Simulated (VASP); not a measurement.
# TiC (P-6m2) in VASP: further runs

TiC is run at these levels: PBE; tasks: single point.

Everything below comes from runs of VASP 6.6.1. Logs are shortened: lines on timing, memory, paths and dates and some standing lists are left out, and cuts for length are marked.

## 1. The cell of the first run

It takes space group P-6m2 (No. 187, hexagonal). Conventional cell: a = 2.980 Å, b = 2.980 Å, c = 2.643 Å, α = 90.00°, β = 90.00°, γ = 120.00°. Ti (site symmetry -6m2) has 6 C at 2.17 Å and 2 Ti at 2.64 Å within 2.9 Å. Within 2.9 Å of C (site symmetry -6m2) lie 6 Ti at 2.17 Å and 2 C at 2.64 Å.

## 2. Single point, PBE

INCAR

```
SYSTEM = TiC
PREC = Accurate
ENCUT = 520
EDIFF = 1E-7
ISMEAR = -1
SIGMA = 0.05
LREAL = .False.
LASPH = .True.
NELM = 80
ALGO = Normal
ISIF = 2
LWAVE = .False.
LCHARG = .False.
GGA = PE
NBANDS = 15
```

KPOINTS

```
regular mesh
0
Gamma
  10 10 10
  0 0 0
```

POSCAR

```
TiC
1.0
    2.9799891055      0.0000000000      0.0000000000
   -1.4899896548      2.5807391951      0.0000000000
    0.0000000000      0.0000000000      2.6428939337
Ti C
1 1
Direct
    0.0000000000      0.0000000000      0.5000000000
    0.3333300000      0.6666700000      0.0000000000
```

Potentials or basis: VASP PAW PBE potentials, release 64 (Ti_sv, C).

Run with:

```
$ cat potpaw_PBE.64/Ti_sv/POTCAR potpaw_PBE.64/C/POTCAR > POTCAR
$ mpirun -np 1 vasp_std > vasp.out
```

OUTCAR:

```text
SYSTEM = TiC
   PREC = Accurate
   ENCUT = 520
   EDIFF = 1E-7
   ISMEAR = -1
   LREAL = .False.
   LASPH = .True.
   NELM = 80
   ISIF = 2
   GGA = PE

 ion  position               nearest neighbor table
   1  0.000  0.000  0.500-   2 2.17   2 2.17   2 2.17   2 2.17   2 2.17   2 2.17
   2  0.333  0.667  0.000-   1 2.17   1 2.17   1 2.17   1 2.17   1 2.17   1 2.17

  LATTYP: Found a hexagonal cell.
 ALAT       =     2.9799891055
 C/A-ratio  =     0.8868804013

  Lattice vectors:

 A1 = (   2.9799891055,   0.0000000000,   0.0000000000)
 A2 = (  -1.4899896548,   2.5807391951,   0.0000000000)
 A3 = (   0.0000000000,   0.0000000000,   2.6428939337)

Analysis of symmetry for initial positions (statically):
=====================================================================
 Subroutine PRICEL returns:
 Original cell was already a primitive cell.

 Routine SETGRP: Setting up the symmetry group for a
 hexagonal supercell.

 Subroutine GETGRP returns: Found  4 space group operations
 (whereof  4 operations were pure point group operations)
 out of a pool of 24 trial point group operations.

The static configuration has the point symmetry C_2v.

Analysis of symmetry for dynamics (positions and initial velocities):
=====================================================================
 Subroutine PRICEL returns:
 Original cell was already a primitive cell.

 Routine SETGRP: Setting up the symmetry group for a
 hexagonal supercell.

 Subroutine GETGRP returns: Found  4 space group operations
 (whereof  4 operations were pure point group operations)
 out of a pool of 24 trial point group operations.

The dynamic configuration has the point symmetry C_2v.

 Subroutine INISYM returns: Found  4 space group operations
 (whereof  4 operations are pure point group operations),
 and found     1 'primitive' translations

----------------------------------------------------------------------------------------

                                     Primitive cell

  volume of cell :      20.3254

  direct lattice vectors                    reciprocal lattice vectors
     2.979989106  0.000000000  0.000000000     0.335571697  0.193742303  0.000000000
    -1.489989655  2.580739195  0.000000000     0.000000000  0.387485881  0.000000000
     0.000000000  0.000000000  2.642893934     0.000000000  0.000000000  0.378373111

  length of vectors
     2.979989106  2.979980531  2.642893934     0.387484766  0.387485881  0.378373111

  position of ions in fractional coordinates (direct lattice)
     0.000000000  0.000000000  0.500000000
     0.333330000  0.666670000  0.000000000

  ion indices of the primitive-cell ions
   primitive index   ion index
                 1           1
                 2           2

----------------------------------------------------------------------------------------

 KPOINTS: regular mesh

Automatic generation of k-mesh.
 Grid dimensions read from file:
 generate k-points for:   10   10   10

 Generating k-lattice:

  Cartesian coordinates                     Fractional coordinates (reciprocal lattice)
     0.033557170  0.019374230  0.000000000     0.100000000  0.000000000  0.000000000
     0.000000000  0.038748588  0.000000000     0.000000000  0.100000000  0.000000000
     0.000000000  0.000000000  0.037837311     0.000000000  0.000000000  0.100000000

  Length of vectors
     0.038748477  0.038748588  0.037837311

  Shift w.r.t. Gamma in fractional coordinates (k-lattice)
     0.000000000  0.000000000  0.000000000

 Subroutine IBZKPT returns following result:
 ===========================================

 Found    186 irreducible k-points:

 Following reciprocal coordinates:
            Coordinates               Weight
  0.000000  0.000000  0.000000      1.000000
  0.100000  0.000000  0.000000      4.000000
 -0.100000  0.100000  0.000000      2.000000
  0.200000  0.000000  0.000000      4.000000
 -0.200000  0.200000  0.000000      2.000000
  0.300000  0.000000  0.000000      4.000000
[... 16 lines left out ...]
  0.200000  0.200000  0.000000      2.000000
 -0.200000  0.400000  0.000000      4.000000
 [... further k-points ...]
   k-points           NKPTS =    186   k-points in BZ     NKDIM =    186   number of bands    NBANDS=     15
   number of dos      NEDOS =    301   number of ions     NIONS =      2
   total plane-waves  NPLWV =  11520
   dimension x,y,z NGX =    24 NGY =   24 NGZ =   20
   dimension x,y,z NGXF=    48 NGYF=   48 NGZF=   40
   ions per type =               1   1
   NGX,Y,Z   is equivalent  to a cutoff of  13.39, 13.39, 12.58 a.u.
   NGXF,Y,Z  is equivalent  to a cutoff of  26.78, 26.78, 25.16 a.u.
 SYSTEM =  TiC
   PREC   = accura    normal or accurate (medium, high low for compatibility)
   ISTART =      0    job   : 0-new  1-cont  2-samecut
   ICHARG =      2    charge: 1-file 2-atom 10-const
   ISPIN  =      1    spin polarized calculation?
   LNONCOLLINEAR =      F non collinear calculations
   LSORBIT =      F    spin-orbit coupling
   LASPH  =      T    aspherical Exc in radial PAW
   ENCUT  =  520.0 eV  38.22 Ry    6.18 a.u.   5.54  5.54  4.91*2*pi/ulx,y,z
   NELM   =     80;   NELMIN=  2; NELMDL= -5     # of ELM steps
   EDIFF  = 0.1E-06   stopping-criterion for ELM
   LREAL  =      F    real-space projection
   EDIFFG = 0.1E-05   stopping-criterion for IOM
   NSW    =      0    number of steps for IOM
   IBRION =     -1    ionic relax: 0-MD 1-quasi-New 2-CG
   NFREE  =      0    steps in history (QN), initial steepest desc. (CG)
   ISIF   =      2    stress and relaxation
   ISYM   =      2    0-nonsym 1-usesym 2-fastsym
   POTIM  = 0.5000    time-step for ionic-motion
   TEBEG  =    0.0;   TEEND  =   0.0 temperature during run
   PSTRESS=    0.0 pullay stress
   NELECT =      16.0000    total number of electrons
   NUPDOWN=      -1.0000    fix difference up-down
   EMIN   =  10.00;   EMAX   =-10.00  energy-range for DOS
   EFERMI =   0.00;   METHOD = LEGACY
   ISMEAR =    -1;   SIGMA  =   0.05  broadening in eV -4-tet -1-fermi 0-gaus
   EFERMI_NEDOS =   21; number of points for ismear=-14 and -15
   IALGO  =     38    algorithm
   IMIX   =      4    mixing-type and parameters
     AMIX     =   0.40;   BMIX     =  1.00
     AMIX_MAG =   1.60;   BMIX_MAG =  1.00
  volume/ion in A,a.u.               =      10.16        68.58
  Fermi-wavevector in a.u.,A,eV,Ry     =   1.511595  2.856499 31.088198  2.284918
  Thomas-Fermi vector in A             =   2.621631
   LORBIT       =      0    0 simple, 1 ext, 2 COOP (PROOUT), +10 PAW based schemes
   GGA     = PE    functional components
   LHFCALC =     F    Hartree Fock is set to
   AEXX    =    0.0000 exact exchange contribution
   IVDW    =     0    specifies the selected vdW correction
   LEPSILON=     F    determine dielectric tensor
   LRPA    =     F    only Hartree local field effects (RPA)
 non-spin polarized calculation
  energy-cutoff  :      520.00
  volume of cell :       20.33
 maximum number of plane-waves:       573
 NGX is ok and might be reduce to    24
   NGX = 11   NGY = 11   NGZ =  9

 number of electron      15.9999999 magnetization

 Free energy of the ion-electron system (eV)
  ---------------------------------------------------
  ext. energy  EPLUGINS =         0.00000000
  ---------------------------------------------------
  free energy    TOTEN  =       -17.29421408 eV

  energy without entropy =      -17.29031753  energy(sigma->0) =      -17.29226580

 E-fermi :   9.3171     XC(G=0): -12.6093

 val. band max:        9.2965272654   @ k =   0.3000   0.1000   0.0000
 cond. band min:       9.3411440253   @ k =   0.5000   0.5000   0.1000
 fundamental gap:      0.0446167599
 Fermi energy:         9.3170970948

 k-point     1 :       0.0000    0.0000    0.0000
  band No.  band energies     occupation
      1     -47.0654      2.00000
      2     -23.1915      2.00000
      3     -23.1914      2.00000
      4     -22.7024      2.00000
      5      -2.9615      2.00000
      6       7.6121      2.00000
      7       7.6121      2.00000
      8       8.2502      2.00000
      9      11.7809      0.00000
     10      12.9333      0.00000
     11      12.9333      0.00000
     12      15.4174      0.00000
     13      15.4176      0.00000
     14      17.3490      0.00000
     15      25.7415      0.00000

 k-point     2 :       0.1000    0.0000    0.0000
  band No.  band energies     occupation
      1     -47.0587      2.00000
      2     -23.2412      2.00000
      3     -23.2024      2.00000
      4     -22.6967      2.00000
      5      -2.7652      2.00000
      6       7.1822      2.00000
      7       7.7628      2.00000
      8       8.3995      2.00000
      9      11.1148      0.00000
     10      12.9005      0.00000
     11      13.6772      0.00000
     12      15.0636      0.00000
     13      15.1861      0.00000
     14      17.9158      0.00000
     15      24.8947      0.00000

 k-point     3 :      -0.1000    0.1000    0.0000
  band No.  band energies     occupation
      1     -47.0587      2.00000
      2     -23.2412      2.00000
      3     -23.2024      2.00000
      4     -22.6967      2.00000
      5      -2.7652      2.00000
      6       7.1822      2.00000
      7       7.7628      2.00000
      8       8.3995      2.00000
      9      11.1148      0.00000
     10      12.9005      0.00000
     11      13.6772      0.00000
     12      15.0635      0.00000
     13      15.1862      0.00000
     14      17.9158      0.00000
     15      24.8948      0.00000
[... 343 lines left out ...]
 k-point    23 :       0.2000    0.2000    0.0000
  band No.  band energies     occupation
      1     -47.0094      2.00000
      2     -23.5512      2.00000
      3     -23.3294      2.00000
      4     -22.6544      2.00000
      5      -1.0658      2.00000
      6       5.2128      2.00000
      7       7.9428      2.00000
      8       9.3847      0.41117
      9       9.5150      0.03750
     10      12.4373      0.00000
     11      13.1030      0.00000
     12      13.7328      0.00000
     13      16.1486      0.00000
     14      21.1866      0.00000
     15      24.5947      0.00000

 k-point    24 :      -0.2000    0.4000    0.0000
  band No.  band energies     occupation
      1     -47.0094      2.00000
      2     -23.5512      2.00000
      3     -23.3294      2.00000
      4     -22.6544      2.00000
      5      -1.0658      2.00000
      6       5.2128      2.00000
      7       7.9428      2.00000
      8       9.3846      0.41156
      9       9.5149      0.03753
     10      12.4374      0.00000
     11      13.1029      0.00000
     12      13.7328      0.00000
     13      16.1487      0.00000
     14      21.1867      0.00000
     15      24.5947      0.00000

 [... further k-points ...]
[... 5 lines left out ...]
  --------------------------------------------------------------------------------------
  -------------------------------------------------------------------------------------
  Total        1.8255788      1.8254542      2.2299409     -0.0000958      0.0000000      0.0000000
  in kB      143.9039238    143.8941041    175.7783632     -0.0075479      0.0000000      0.0000000
  external PRESSURE =     154.5254637 kB  Pullay stress =       0.0000000 kB

 VOLUME and BASIS-vectors are now :
 -----------------------------------------------------------------------------
  energy-cutoff  :      520.00
  volume of cell :       20.33
      direct lattice vectors                 reciprocal lattice vectors
     2.979989106  0.000000000  0.000000000     0.335571697  0.193742303  0.000000000
    -1.489989655  2.580739195  0.000000000     0.000000000  0.387485881  0.000000000
     0.000000000  0.000000000  2.642893934     0.000000000  0.000000000  0.378373111

 POSITION                                       TOTAL-FORCE (eV/Angst)
 -----------------------------------------------------------------------------------
      0.00000      0.00000      1.32145        -0.000110      0.000064      0.000000
     -0.00001      1.72050      0.00000         0.000110     -0.000064      0.000000
 -----------------------------------------------------------------------------------
    total drift:                                0.000044      0.000071      0.000000

  FREE ENERGIE OF THE ION-ELECTRON SYSTEM (eV)
  ---------------------------------------------------
  free  energy   TOTEN  =       -17.2942140833 eV

  energy  without entropy=      -17.2903175252  energy(sigma->0) =      -17.29226580
```

Wall time 24 s (1 thread of Intel Xeon Platinum 8488C (Sapphire Rapids), shared host); peak memory 0.18 GiB.

What came out:

```yaml
Free_energy: -17.2942 eV
Pressure: 15.5 GPa
Band_gap_on_the_k_mesh: zero (band 8 reaches 9.38 eV, above the bottom of band 9 at 9.34 eV)
```

## 3. Single point, PBE

This run uses another cell than the first one, of 10.38 Å³/atom, 1.021 times its volume.

INCAR

```
PREC     = Accurate       # precision mode
ENCUT    = 520            # plane-wave cutoff, eV
EDIFF    = 1E-6           # SCF threshold, eV
ISMEAR   = -1             # smearing method
SIGMA    = 0.05           # smearing width, eV
LREAL    = False          # projectors in reciprocal space
LASPH    = True           # aspherical terms in the spheres
NELM     = 60             # most SCF steps
ALGO     = Normal         # electronic algorithm
ISIF     = 2              # what is computed and relaxed
LWAVE    = False          # write WAVECAR
LCHARG   = False          # write CHGCAR
GGA      = PE             # functional
NBANDS   = 15             # bands
```

KPOINTS

```
regular mesh
0
Gamma
  10 10 10
```

POSCAR

```
TiC
1.0
    3.0009756357      0.0000000000      0.0000000000
   -1.5004828854      2.5989140136      0.0000000000
    0.0000000000      0.0000000000      2.6615064761
Ti C
1 1
Direct
    0.0000000000      0.0000000000      0.5000000000
    0.3333300000      0.6666700000      0.0000000000
```

Potentials or basis: VASP PAW PBE potentials, release 64 (Ti_sv, C).

Run with:

```
$ cat potpaw_PBE.64/Ti_sv/POTCAR potpaw_PBE.64/C/POTCAR > POTCAR
$ mpirun -np 1 vasp_std > vasp.out
```

Run time: 23 s. Hardware: 1 thread of Intel Xeon Platinum 8488C (Sapphire Rapids), shared host; peak memory 0.17 GiB.

It converged, with:

```yaml
Free_energy: -17.3285 eV
Pressure: 9.8 GPa
Band_gap_on_the_k_mesh: zero (band 8 reaches 9.14 eV, above the bottom of band 9 at 9.09 eV)
```

Stress tensor (GPa, compression positive):
```
 9.20  0.00  0.00
 0.00  9.20  0.00
 0.00  0.00 11.07
```

Levels at points of the mesh, in eV from the Fermi level:
| k point | band 5 | band 6 | band 7 | band 8 | band 9 | band 10 | band 11 | band 12 |
| --- | --- | --- | --- | --- | --- | --- | --- | --- |
| (0.00, 0.00, 0.00) | -12.18 | -1.66 | -1.66 | -1.03 | 2.41 | 3.52 | 3.52 | 5.95 |
| (0.50, 0.00, 0.00) | -9.67 | -4.99 | -0.81 | -0.32 | 0.26 | 3.20 | 3.66 | 3.95 |
| (0.50, 0.50, 0.00) | -9.67 | -4.99 | -0.81 | -0.32 | 0.26 | 3.20 | 3.66 | 3.95 |
| (0.00, 0.00, 0.50) | -8.87 | -5.75 | -0.53 | -0.53 | 1.19 | 1.19 | 4.90 | 4.91 |
| (0.50, 0.00, 0.50) | -8.91 | -4.13 | -2.59 | -2.32 | 1.58 | 3.47 | 4.60 | 5.93 |
| (0.50, 0.50, 0.50) | -8.91 | -4.13 | -2.59 | -2.32 | 1.58 | 3.47 | 4.60 | 5.93 |

## 4. Single point, PBE

This run uses another cell than the first one, of 10.60 Å³/atom, 1.043 times its volume.

INCAR

```
PREC = Accurate
ENCUT = 520
EDIFF = 1E-6
ISMEAR = -1
SIGMA = 0.05
LREAL = F
LASPH = T
NELM = 60
ALGO = Normal
ISIF = 2
LWAVE = F
LCHARG = F
GGA = PE
NBANDS = 15
```

KPOINTS

```
Automatic mesh
0
Gamma
  10 10 10
```

POSCAR

```
TiC
1.0
    3.0216726734      0.0000000000      0.0000000000
   -1.5108313703      2.6168381250      0.0000000000
    0.0000000000      0.0000000000      2.6798622732
Ti C
1 1
Direct
    0.0000000000      0.0000000000      0.5000000000
    0.3333300000      0.6666700000      0.0000000000
```

Run with:

```
$ cat potpaw_PBE.64/Ti_sv/POTCAR potpaw_PBE.64/C/POTCAR > POTCAR
$ mpirun -np 1 vasp_std > vasp.out
```

Run time: 24 s. Hardware: 1 thread of Intel Xeon Platinum 8488C (Sapphire Rapids), shared host; peak memory 0.18 GiB.

Results (log left out):

| Property | Result |
| --- | --- |
| Free energy | -17.3485 eV |
| Pressure | 4.7 GPa |
| Band gap on the k mesh | zero (band 8 reaches 8.91 eV, above the bottom of band 9 at 8.84 eV) |

Stress tensor (GPa, compression positive):
```
4.52 0.00 0.00
0.00 4.52 0.00
0.00 0.00 5.20
```

Levels at points of the mesh, in eV from the Fermi level:
```csv
k point,band 5,band 6,band 7,band 8,band 9,band 10,band 11,band 12
"(0.00, 0.00, 0.00)",-12.09,-1.62,-1.62,-0.99,2.35,3.43,3.43,5.81
"(0.50, 0.00, 0.00)",-9.63,-4.92,-0.78,-0.31,0.24,3.12,3.57,3.84
"(0.50, 0.50, 0.00)",-9.63,-4.92,-0.78,-0.31,0.24,3.12,3.57,3.84
"(0.00, 0.00, 0.50)",-8.87,-5.67,-0.51,-0.51,1.16,1.16,4.82,4.82
"(0.50, 0.00, 0.50)",-8.84,-4.07,-2.58,-2.27,1.54,3.38,4.47,5.74
"(0.50, 0.50, 0.50)",-8.84,-4.07,-2.58,-2.27,1.54,3.38,4.47,5.74
```

## 5. Single point, PBE

This run uses another cell than the first one, of 10.81 Å³/atom, 1.064 times its volume.

INCAR

```
SYSTEM = TiC
ALGO = Normal
EDIFF = 1E-6
ENCUT = 520
GGA = PE
ISIF = 2
ISMEAR = -1
LASPH = .TRUE.
LCHARG = .FALSE.
LREAL = .FALSE.
LWAVE = .FALSE.
NBANDS = 15
NELM = 60
PREC = Accurate
SIGMA = 0.05
```

KPOINTS

```
k-points
0
G
  10 10 10
  0 0 0
```

POSCAR

```
TiC
1.0
    3.0420900000      0.0000000000      0.0000000000
   -1.5210400000      2.6345200000      0.0000000000
    0.0000000000      0.0000000000      2.6979700000
Ti C
1 1
Direct
    0.0000000000      0.0000000000      0.5000000000
    0.3333300000      0.6666700000      0.0000000000
```

Potentials or basis: VASP PAW PBE potentials, release 64 (Ti_sv, C).

Run with:

```
$ cat potpaw_PBE.64/Ti_sv/POTCAR potpaw_PBE.64/C/POTCAR > POTCAR
$ mpirun -np 1 vasp_std > vasp.out
```

OUTCAR:

```text
SYSTEM = TiC
   EDIFF = 1E-6
   ENCUT = 520
   GGA = PE
   ISIF = 2
   ISMEAR = -1
   LASPH = .TRUE.
   LREAL = .FALSE.
   NELM = 60
   PREC = Accurate

 ion  position               nearest neighbor table
   1  0.000  0.000  0.500-   2 2.21   2 2.21   2 2.21   2 2.21   2 2.21   2 2.21
   2  0.333  0.667  0.000-   1 2.21   1 2.21   1 2.21   1 2.21   1 2.21   1 2.21

  LATTYP: Found a hexagonal cell.
 ALAT       =     3.0420900000
 C/A-ratio  =     0.8868804013

  Lattice vectors:

 A1 = (   3.0420900000,   0.0000000000,   0.0000000000)
[... 608 lines left out ...]
     10      11.5070      0.00000
     11      12.1081      0.00000
     12      12.6835      0.00000
     13      14.9790      0.00000
     14      19.7773      0.00000
     15      23.1663      0.00000

 [... further k-points ...]
[... 5 lines left out ...]
  --------------------------------------------------------------------------------------
  -------------------------------------------------------------------------------------
  Total        0.0362564      0.0361869     -0.0161762     -0.0000599      0.0000000      0.0000000
  in kB        2.6864837      2.6813380     -1.1986063     -0.0044385      0.0000000      0.0000000
  external PRESSURE =       1.3897385 kB  Pullay stress =       0.0000000 kB

 VOLUME and BASIS-vectors are now :
 -----------------------------------------------------------------------------
  energy-cutoff  :      520.00
  volume of cell :       21.62
      direct lattice vectors                 reciprocal lattice vectors
     3.042090000  0.000000000  0.000000000     0.328721372  0.189787269  0.000000000
    -1.521040000  2.634520000  0.000000000     0.000000000  0.379575786  0.000000000
     0.000000000  0.000000000  2.697970000     0.000000000  0.000000000  0.370649044

 POSITION                                       TOTAL-FORCE (eV/Angst)
 -----------------------------------------------------------------------------------
      0.00000      0.00000      1.34899        -0.000087      0.000050      0.000000
     -0.00001      1.75636      0.00000         0.000087     -0.000050      0.000000
 -----------------------------------------------------------------------------------
    total drift:                                0.000042      0.000072     -0.000000

  FREE ENERGIE OF THE ION-ELECTRON SYSTEM (eV)
  ---------------------------------------------------
  free  energy   TOTEN  =       -17.3555075529 eV

  energy  without entropy=      -17.3515509365  energy(sigma->0) =      -17.35352924
```

Wall time 23 s (1 thread of Intel Xeon Platinum 8488C (Sapphire Rapids), shared host); peak memory 0.18 GiB.

Results:

* Free energy: -17.3555 eV
* Pressure: 0.1 GPa
* Band gap on the k mesh: zero (band 8 reaches 8.68 eV, above the bottom of band 9 at 8.60 eV)

Stress tensor (GPa, compression positive):
```
 0.27  0.00  0.00
 0.00  0.27  0.00
 0.00  0.00 -0.12
```

(Part 1 of 2 ends here.)
